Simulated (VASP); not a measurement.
# H (P4/mmm) in VASP: a series of runs

The runs below take H through single point, with PBE+D3(BJ).

Everything below comes from runs of VASP 6.6.1. Logs are shortened: lines on timing, memory, paths and dates and some standing lists are left out, and cuts for length are marked.

## 1. The cell of the first run

The structure is tetragonal, space group P4/mmm (No. 123). Conventional cell: a = 2.650 Å, b = 2.650 Å, c = 0.931 Å, α = 90.00°, β = 90.00°, γ = 90.00°. Within 1.3 Å of H (site symmetry 4/mmm) lie 2 H at 0.93 Å.

## 2. Single point, PBE+D3(BJ) (strain +0.000 along x and y, -0.050 along z)

File INCAR:

```
SYSTEM = H
ALGO = Normal
EDIFF = 1E-7
ENCUT = 520
GGA = PE
ISIF = 2
ISMEAR = 0
IVDW = 12
LASPH = .True.
LCHARG = .False.
LREAL = .False.
LWAVE = .False.
NBANDS = 6
NELM = 60
PREC = Accurate
SIGMA = 0.05
```

File KPOINTS:

```
k-points
0
Gamma
  10 10 26
  0 0 0
```

File POSCAR:

```
H
1.0
    2.6496387389      0.0000000000      0.0000000000
    0.0000000000      2.6496387389      0.0000000000
    0.0000000000      0.0000000000      0.9314682740
H
1
Direct
    0.0000000000      0.0000000000      0.5000000000
```

Potentials or basis: VASP PAW PBE potentials, release 64 (H).

Run with:

```bash
cat potpaw_PBE.64/H/POTCAR > POTCAR
mpirun -np 1 vasp_std > vasp.out
```

OUTCAR:

```text
SYSTEM = H
   EDIFF = 1E-7
   ENCUT = 520
   GGA = PE
   ISIF = 2
   ISMEAR = 0
   IVDW = 12
   LASPH = .True.
   LREAL = .False.
   NELM = 60
   PREC = Accurate
 IVDW          = 12

 ion  position               nearest neighbor table
   1  0.000  0.000  0.500-

  LATTYP: Found a simple tetragonal cell.
 ALAT       =     2.6496387389
 C/A-ratio  =     0.3515453863

  Lattice vectors:

 A1 = (   2.6496387389,   0.0000000000,   0.0000000000)
 A2 = (   0.0000000000,   2.6496387389,   0.0000000000)
 A3 = (   0.0000000000,   0.0000000000,   0.9314682740)

Analysis of symmetry for initial positions (statically):
=====================================================================
 Subroutine PRICEL returns:
 Original cell was already a primitive cell.

 Routine SETGRP: Setting up the symmetry group for a
 simple tetragonal supercell.

 Subroutine GETGRP returns: Found 16 space group operations
 (whereof 16 operations were pure point group operations)
 out of a pool of 16 trial point group operations.

The static configuration has the point symmetry D_4h.

Analysis of symmetry for dynamics (positions and initial velocities):
=====================================================================
 Subroutine PRICEL returns:
 Original cell was already a primitive cell.

 Routine SETGRP: Setting up the symmetry group for a
 simple tetragonal supercell.

 Subroutine GETGRP returns: Found 16 space group operations
 (whereof 16 operations were pure point group operations)
 out of a pool of 16 trial point group operations.

The dynamic configuration has the point symmetry D_4h.

 Subroutine INISYM returns: Found 16 space group operations
 (whereof 16 operations are pure point group operations),
 and found     1 'primitive' translations

----------------------------------------------------------------------------------------

                                     Primitive cell

  volume of cell :       6.5395

  direct lattice vectors                    reciprocal lattice vectors
     2.649638739  0.000000000  0.000000000     0.377409941  0.000000000  0.000000000
     0.000000000  2.649638739  0.000000000     0.000000000  0.377409941  0.000000000
     0.000000000  0.000000000  0.931468274     0.000000000  0.000000000  1.073573870

  length of vectors
     2.649638739  2.649638739  0.931468274     0.377409941  0.377409941  1.073573870

  position of ions in fractional coordinates (direct lattice)
     0.000000000  0.000000000  0.500000000

  ion indices of the primitive-cell ions
   primitive index   ion index
                 1           1

----------------------------------------------------------------------------------------

 KPOINTS: k-points

Automatic generation of k-mesh.
 Grid dimensions read from file:
 generate k-points for:   10   10   26

 Generating k-lattice:

  Cartesian coordinates                     Fractional coordinates (reciprocal lattice)
     0.037740994  0.000000000  0.000000000     0.100000000  0.000000000  0.000000000
     0.000000000  0.037740994  0.000000000     0.000000000  0.100000000  0.000000000
     0.000000000  0.000000000  0.041291303     0.000000000  0.000000000  0.038461538

  Length of vectors
     0.037740994  0.037740994  0.041291303

  Shift w.r.t. Gamma in fractional coordinates (k-lattice)
     0.000000000  0.000000000  0.000000000

 Subroutine IBZKPT returns following result:
 ===========================================

 Found    294 irreducible k-points:

 Following reciprocal coordinates:
            Coordinates               Weight
  0.000000  0.000000  0.000000      1.000000
  0.100000  0.000000  0.000000      4.000000
  0.200000  0.000000  0.000000      4.000000
  0.300000  0.000000  0.000000      4.000000
  0.400000  0.000000  0.000000      4.000000
  0.500000  0.000000  0.000000      2.000000
[... 16 lines left out ...]
  0.100000  0.000000  0.038462      8.000000
  0.200000  0.000000  0.038462      8.000000
 [... further k-points ...]
   k-points           NKPTS =    294   k-points in BZ     NKDIM =    294   number of bands    NBANDS=      6
   number of dos      NEDOS =    301   number of ions     NIONS =      1
   total plane-waves  NPLWV =   3200
   dimension x,y,z NGX =    20 NGY =   20 NGZ =    8
   dimension x,y,z NGXF=    40 NGYF=   40 NGZF=   16
   ions per type =               1
   NGX,Y,Z   is equivalent  to a cutoff of  12.55, 12.55, 14.28 a.u.
   NGXF,Y,Z  is equivalent  to a cutoff of  25.10, 25.10, 28.56 a.u.
 SYSTEM =  H
   PREC   = accura    normal or accurate (medium, high low for compatibility)
   ISTART =      0    job   : 0-new  1-cont  2-samecut
   ICHARG =      2    charge: 1-file 2-atom 10-const
   ISPIN  =      1    spin polarized calculation?
   LNONCOLLINEAR =      F non collinear calculations
   LSORBIT =      F    spin-orbit coupling
   LASPH  =      T    aspherical Exc in radial PAW
   ENCUT  =  520.0 eV  38.22 Ry    6.18 a.u.   4.93  4.93  1.73*2*pi/ulx,y,z
   NELM   =     60;   NELMIN=  2; NELMDL= -5     # of ELM steps
   EDIFF  = 0.1E-06   stopping-criterion for ELM
   LREAL  =      F    real-space projection
   EDIFFG = 0.1E-05   stopping-criterion for IOM
   NSW    =      0    number of steps for IOM
   IBRION =     -1    ionic relax: 0-MD 1-quasi-New 2-CG
   NFREE  =      0    steps in history (QN), initial steepest desc. (CG)
   ISIF   =      2    stress and relaxation
   ISYM   =      2    0-nonsym 1-usesym 2-fastsym
   POTIM  = 0.5000    time-step for ionic-motion
   TEBEG  =    0.0;   TEEND  =   0.0 temperature during run
   PSTRESS=    0.0 pullay stress
   NELECT =       1.0000    total number of electrons
   NUPDOWN=      -1.0000    fix difference up-down
   EMIN   =  10.00;   EMAX   =-10.00  energy-range for DOS
   EFERMI =   0.00;   METHOD = LEGACY
   ISMEAR =     0;   SIGMA  =   0.05  broadening in eV -4-tet -1-fermi 0-gaus
   EFERMI_NEDOS =   21; number of points for ismear=-14 and -15
   IALGO  =     38    algorithm
   IMIX   =      4    mixing-type and parameters
     AMIX     =   0.40;   BMIX     =  1.00
     AMIX_MAG =   1.60;   BMIX_MAG =  1.00
  volume/ion in A,a.u.               =       6.54        44.13
  Fermi-wavevector in a.u.,A,eV,Ry     =   0.875443  1.654347 10.427503  0.766400
  Thomas-Fermi vector in A             =   1.995114
   LORBIT       =      0    0 simple, 1 ext, 2 COOP (PROOUT), +10 PAW based schemes
   GGA     = PE    functional components
   LHFCALC =     F    Hartree Fock is set to
   AEXX    =    0.0000 exact exchange contribution
   IVDW    =    12    specifies the selected vdW correction
   LEPSILON=     F    determine dielectric tensor
   LRPA    =     F    only Hartree local field effects (RPA)
 non-spin polarized calculation
 Gauss-broadening in eV      SIGMA  =   0.05
  energy-cutoff  :      520.00
  volume of cell :        6.54
 maximum number of plane-waves:       188
 NGX is ok and might be reduce to    20
   NGX =  9   NGY =  9   NGZ =  3

 number of electron       0.9999999 magnetization

 Free energy of the ion-electron system (eV)
  ---------------------------------------------------
  ext. energy  EPLUGINS =         0.00000000
  ---------------------------------------------------
  free energy    TOTEN  =        -2.99730666 eV

  energy without entropy =       -2.99730666  energy(sigma->0) =       -2.99730666

 E-fermi :  -1.1425     XC(G=0):  -6.8429

 val. band max:       -1.3302401342   @ k =   0.5000   0.5000   0.2308
 cond. band min:      -0.4504928681   @ k =   0.0000   0.0000   0.2692
 fundamental gap:      0.8797472661
 Fermi energy:        -1.1425004808

 k-point     1 :       0.0000    0.0000    0.0000
  band No.  band energies     occupation
      1     -12.8946      2.00000
      2       8.2103      0.00000
      3      14.1458      0.00000
      4      14.1458      0.00000
      5      17.3039      0.00000
      6      35.0177      0.00000

 k-point     2 :       0.1000    0.0000    0.0000
  band No.  band energies     occupation
      1     -12.7856      2.00000
      2       7.2754      0.00000
      3      13.5533      0.00000
      4      14.3287      0.00000
      5      19.5127      0.00000
      6      31.7942      0.00000

 k-point     3 :       0.2000    0.0000    0.0000
  band No.  band energies     occupation
      1     -12.4839      2.00000
      2       5.2386      0.00000
      3      13.4881      0.00000
      4      14.8630      0.00000
      5      23.6580      0.00000
      6      28.4496      0.00000

 k-point     4 :       0.3000    0.0000    0.0000
  band No.  band energies     occupation
      1     -12.0701      2.00000
      2       3.2217      0.00000
      3      13.9826      0.00000
      4      15.6890      0.00000
      5      25.6543      0.00000
      6      26.2340      0.00000

 k-point     5 :       0.4000    0.0000    0.0000
  band No.  band energies     occupation
      1     -11.6933      2.00000
      2       1.7990      0.00000
      3      14.6197      0.00000
      4      16.6151      0.00000
      5      23.7040      0.00000
      6      24.0367      0.00000
[... 136 lines left out ...]
 k-point    21 :       0.5000    0.5000    0.0000
  band No.  band energies     occupation
      1     -10.4498      2.00000
      2       5.0634      0.00000
      3       5.0634      0.00000
      4       8.6435      0.00000
      5      36.7474      0.00000
      6      43.0309      0.00000

 k-point    22 :       0.0000    0.0000    0.0385
  band No.  band energies     occupation
      1     -12.6398      2.00000
      2       8.4652      0.00000
      3      14.4025      0.00000
      4      14.4025      0.00000
      5      17.5604      0.00000
      6      35.2729      0.00000

 k-point    23 :       0.1000    0.0000    0.0385
  band No.  band energies     occupation
      1     -12.5311      2.00000
      2       7.5305      0.00000
      3      13.8094      0.00000
      4      14.5853      0.00000
      5      19.7691      0.00000
      6      32.0499      0.00000

 k-point    24 :       0.2000    0.0000    0.0385
  band No.  band energies     occupation
      1     -12.2295      2.00000
      2       5.4943      0.00000
      3      13.7438      0.00000
      4      15.1196      0.00000
      5      23.9142      0.00000
      6      28.7057      0.00000

 [... further k-points ...]

------------------------ aborting loop because EDIFF is reached ----------------------------------------

 Edisp (eV)   -0.06096

 E8    (eV) :    -0.0109

  FORCE on cell =-STRESS in cart. coord.  units (eV):
  Direction    XX          YY          ZZ          XY          YZ          ZX
  --------------------------------------------------------------------------------------
  -------------------------------------------------------------------------------------
  Total       0.01727     0.01727     1.17216     0.00000    -0.00000     0.00000
  in kB       4.23116     4.23116   287.18201     0.00000    -0.00000     0.00000
  external pressure =       98.55 kB  Pullay stress =        0.00 kB

 VOLUME and BASIS-vectors are now :
 -----------------------------------------------------------------------------
  energy-cutoff  :      520.00
  volume of cell :        6.54
      direct lattice vectors                 reciprocal lattice vectors
     2.649638739  0.000000000  0.000000000     0.377409941  0.000000000  0.000000000
     0.000000000  2.649638739  0.000000000     0.000000000  0.377409941  0.000000000
     0.000000000  0.000000000  0.931468274     0.000000000  0.000000000  1.073573870

 POSITION                                       TOTAL-FORCE (eV/Angst)
 -----------------------------------------------------------------------------------
      0.00000      0.00000      0.46573         0.000000      0.000000      0.000000
 -----------------------------------------------------------------------------------
    total drift:                               -0.000000      0.000000     -0.000000

  FREE ENERGIE OF THE ION-ELECTRON SYSTEM (eV)
  ---------------------------------------------------
  free  energy   TOTEN  =        -3.0582693668 eV

  energy  without entropy=       -3.0582693668  energy(sigma->0) =       -3.05826937
```

It took 7.3 s on 1 thread of Intel Xeon 6975P-C, shared host; peak memory 0.12 GiB.

Results:

- Free energy: -3.0583 eV
- Pressure: 9.9 GPa
- Dispersion energy per atom: -0.061 eV

Stress tensor (GPa, compression positive):
```
 0.42  0.00  0.00
 0.00  0.42  0.00
 0.00  0.00 28.72
```

Caveat: the cell differs from its parent crystal (strain +0.000 along x and y, -0.050 along z); pairwise dispersion overbinds metals, which lowers pressure and volume.

## 3. Single point, PBE+D3(BJ) (strain -0.025 along x and y, +0.000 along z)

File INCAR:

```
PREC = Accurate
ENCUT = 520
EDIFF = 1E-6
ISMEAR = 0
SIGMA = 0.05
LREAL = False
LASPH = True
NELM = 80
ALGO = Normal
ISIF = 2
LWAVE = False
LCHARG = False
GGA = PE
IVDW = 12
NBANDS = 6
```

File KPOINTS:

```
regular mesh
0
Gamma
  10 10 26
```

File POSCAR:

```
H
1.0
    2.5833977704      0.0000000000      0.0000000000
    0.0000000000      2.5833977704      0.0000000000
    0.0000000000      0.0000000000      0.9804929200
H
1
Direct
    0.0000000000      0.0000000000      0.5000000000
```

Potentials or basis: VASP PAW PBE potentials, release 64 (H).

Run with:

```bash
cat potpaw_PBE.64/H/POTCAR > POTCAR
mpirun -np 1 vasp_std > vasp.out
```

OUTCAR:

```text
PREC = Accurate
   ENCUT = 520
   EDIFF = 1E-6
   ISMEAR = 0
   LREAL = False
   LASPH = True
   NELM = 80
   ISIF = 2
   GGA = PE
   IVDW = 12
 IVDW          = 12

 ion  position               nearest neighbor table
   1  0.000  0.000  0.500-

  LATTYP: Found a simple tetragonal cell.
 ALAT       =     2.5833977704
 C/A-ratio  =     0.3795361795

  Lattice vectors:

 A1 = (   2.5833977704,   0.0000000000,   0.0000000000)
 A2 = (   0.0000000000,   2.5833977704,   0.0000000000)
[... 395 lines left out ...]
      5      25.2902      0.00000
      6      30.2937      0.00000

 [... further k-points ...]

------------------------ aborting loop because EDIFF is reached ----------------------------------------

 Edisp (eV)   -0.07687

 E8    (eV) :    -0.0138

  FORCE on cell =-STRESS in cart. coord.  units (eV):
  Direction    XX          YY          ZZ          XY          YZ          ZX
  --------------------------------------------------------------------------------------
  -------------------------------------------------------------------------------------
  Total       0.04272     0.04272     0.07354     0.00000    -0.00000     0.00000
  in kB      10.46026    10.46026    18.00622     0.00000    -0.00000     0.00000
  external pressure =       12.98 kB  Pullay stress =        0.00 kB

 VOLUME and BASIS-vectors are now :
 -----------------------------------------------------------------------------
  energy-cutoff  :      520.00
  volume of cell :        6.54
      direct lattice vectors                 reciprocal lattice vectors
     2.583397770  0.000000000  0.000000000     0.387087119  0.000000000  0.000000000
     0.000000000  2.583397770  0.000000000     0.000000000  0.387087119  0.000000000
     0.000000000  0.000000000  0.980492920     0.000000000  0.000000000  1.019895177

 POSITION                                       TOTAL-FORCE (eV/Angst)
 -----------------------------------------------------------------------------------
      0.00000      0.00000      0.49025         0.000000      0.000000      0.000000
 -----------------------------------------------------------------------------------
    total drift:                               -0.000000      0.000000      0.000000

  FREE ENERGIE OF THE ION-ELECTRON SYSTEM (eV)
  ---------------------------------------------------
  free  energy   TOTEN  =        -3.0876659605 eV

  energy  without entropy=       -3.0876460285  energy(sigma->0) =       -3.08765599
```

Run time: 6.6 s. Hardware: 1 thread of Intel Xeon 6975P-C, shared host; peak memory 0.12 GiB.

Results:

| Property | Result |
| --- | --- |
| Free energy | -3.0877 eV |
| Pressure | 1.3 GPa |
| Dispersion energy per atom | -0.077 eV |

Levels at points of the mesh, in eV from the Fermi level:
```
           k point  band 1  band 2  band 3
(0.00, 0.00, 0.00)  -11.17   10.52   16.48
(0.50, 0.00, 0.00)   -9.55    2.75   17.46
(0.50, 0.50, 0.00)   -8.25    6.80    6.80
(0.00, 0.00, 0.50)   23.92   31.31   47.45
(0.50, 0.00, 0.50)   24.92   33.85   41.69
(0.50, 0.50, 0.50)   25.72   35.97   45.65
```

Caveat: the cell differs from its parent crystal (strain -0.025 along x and y, +0.000 along z); pairwise dispersion overbinds metals, which lowers pressure and volume.

## 4. Single point, PBE+D3(BJ) (strain +0.000 along x and y, -0.025 along z)

File INCAR:

```
SYSTEM = H
PREC     = Accurate       ! precision mode
ENCUT    = 520            ! plane-wave cutoff, eV
EDIFF    = 1E-7           ! SCF threshold, eV
ISMEAR   = 0              ! smearing method
SIGMA    = 0.05           ! smearing width, eV
LREAL    = .False.        ! projectors in reciprocal space
LASPH    = .True.         ! aspherical terms in the spheres
NELM     = 80             ! most SCF steps
ALGO     = Normal         ! electronic algorithm
ISIF     = 2              ! what is computed and relaxed
LWAVE    = .False.        ! write WAVECAR
LCHARG   = .False.        ! write CHGCAR
GGA      = PE             ! functional
IVDW     = 12             ! dispersion correction
NBANDS   = 6              ! bands
```

File KPOINTS:

```
Automatic mesh
0
Gamma
  10 10 26
  0 0 0
```

File POSCAR:

```
H
1.0
    2.6496387389      0.0000000000      0.0000000000
    0.0000000000      2.6496387389      0.0000000000
    0.0000000000      0.0000000000      0.9559805970
H
1
Direct
    0.0000000000      0.0000000000      0.5000000000
```

Run with:

```bash
cat potpaw_PBE.64/H/POTCAR > POTCAR
mpirun -np 1 vasp_std > vasp.out
```

Run time: 6.3 s. Hardware: 1 thread of Intel Xeon 6975P-C, shared host; peak memory 0.12 GiB.

It converged, with:

- Free energy: -3.0814 eV
- Pressure: 4.9 GPa
- Dispersion energy per atom: -0.069 eV

Stress tensor (GPa, compression positive):
```
 0.37  0.00  0.00
 0.00  0.37  0.00
 0.00  0.00 14.02
```

Levels at points of the mesh, in eV from the Fermi level:
```tsv
k point	band 1	band 2	band 3	band 4
(0.00, 0.00, 0.00)	-11.50	9.49	15.37	15.37
(0.50, 0.00, 0.00)	-10.10	2.46	16.18	18.34
(0.50, 0.50, 0.00)	-8.98	6.26	6.26	9.80
(0.00, 0.00, 0.50)	25.56	33.06	48.61	53.53
(0.50, 0.00, 0.50)	26.40	35.30	43.45	43.77
(0.50, 0.50, 0.50)	27.08	37.16	47.17	47.17
```

Caveat: the cell differs from its parent crystal (strain +0.000 along x and y, -0.025 along z); pairwise dispersion overbinds metals, which lowers pressure and volume.

## 5. Overview

| cell | gap on the mesh (eV) | pressure (GPa) |
| --- | --- | --- |
| a = 2.650, b = 2.650, c = 0.931 Å, 1 atom | none | 9.9 |
| a = 2.583, b = 2.583, c = 0.980 Å, 1 atom | none | 1.3 |
| a = 2.650, b = 2.650, c = 0.956 Å, 1 atom | none | 4.9 |

Alike in all rows: task single point; level PBE+D3(BJ); potentials or basis VASP PAW PBE potentials, release 64 (H); no spin polarisation; k mesh 10 × 10 × 26; cutoff (eV) 520; smearing gaussian 0.05 eV.

Caveats: pairwise dispersion overbinds metals, which lowers pressure and volume.

Total energies depend on the potentials used, so only differences within one code and one set of settings carry meaning.
